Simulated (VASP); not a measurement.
InP, 2 atoms in the cell. The structure is tetragonal, space group I-4m2 (No. 119). The conventional cell has a = 4.177 Å, b = 4.177 Å, c = 6.026 Å, α = 90.00°, β = 90.00°, γ = 90.00°. Within 3.4 Å of In (site symmetry -4m2) lie 4 P at 2.58 Å. P (site symmetry -4m2) has 4 In at 2.58 Å within 3.4 Å.  This cell differs from its parent crystal: uniaxial z strain +2.0%.

* Program: VASP 6.6.1
* Task: single point
* Functional: r2SCAN
* Potentials or basis: VASP PAW PBE potentials, release 64 (In_d, P)
* Cutoff: 520 eV
* k mesh: 8 × 8 × 8
* Occupations: fermi-dirac, width 0.02 eV
* Spin: non-collinear spin, zero start, spin-orbit coupling
* Starting moments: [[0.0, 0.0, 0.0], [0.0, 0.0, 0.0]] μB
* Dipole correction: no
* Further INCAR settings: ALGO = Normal; EDIFF = 1e-07; NBANDS = 30

Potentials or basis: VASP PAW PBE potentials, release 64 (In_d, P).

The run is started by

```console
$ cat potpaw_PBE.64/In_d/POTCAR potpaw_PBE.64/P/POTCAR > POTCAR
$ cp INCAR.step1 INCAR
$ mpirun -np 1 vasp_ncl > vasp.out
$ cp INCAR.step2 INCAR
$ mpirun -np 1 vasp_ncl > vasp.out
```

Hardware: 1 thread of Oxide Virtual Turin-like Processor (shared host).

Q: Estimate the wall time of this run.

A: Wall time 34 min on 1 thread of Oxide Virtual Turin-like Processor, on a shared host, peak memory 0.45 GiB. Counts: k points 87.
